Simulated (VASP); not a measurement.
Here is a VASP 6.6.1 calculation.

INCAR

```
PREC     = Accurate       # precision mode
ENCUT    = 520            # plane-wave cutoff, eV
EDIFF    = 1E-7           # SCF threshold, eV
ISMEAR   = 0              # smearing method
SIGMA    = 0.05           # smearing width, eV
LREAL    = F              # projectors in reciprocal space
LASPH    = T              # aspherical terms in the spheres
NELM     = 60             # most SCF steps
ALGO     = Normal         # electronic algorithm
ISIF     = 2              # what is computed and relaxed
LWAVE    = F              # write WAVECAR
LCHARG   = F              # write CHGCAR
GGA      = PE             # functional
NBANDS   = 12             # bands
```

KPOINTS

```
Automatic mesh
0
Gamma
  10 10 10
```

POSCAR

```
LiF
1.0
    0.0000000000      2.0140000000      1.9636500000
    2.0140000000      0.0000000000      1.9636500000
    2.0140000000      2.0140000000      0.0000000000
Li F
1 1
Direct
    0.0000000000      0.0000000000      0.0000000000
    0.5000000000      0.5000000000      0.5000000000
```

Potentials or basis: VASP PAW PBE potentials, release 64 (Li_sv, F).

Command:

```bash
$ cat potpaw_PBE.64/Li_sv/POTCAR potpaw_PBE.64/F/POTCAR > POTCAR
$ mpirun -np 1 vasp_std > vasp.out
```

Problem. What does it give for the band gap on the k mesh?

Solution. 9.30 eV, direct.

Caveat: the cell differs from its parent crystal (strain +0.000 along x and y, -0.025 along z). A k mesh can miss the band edges.
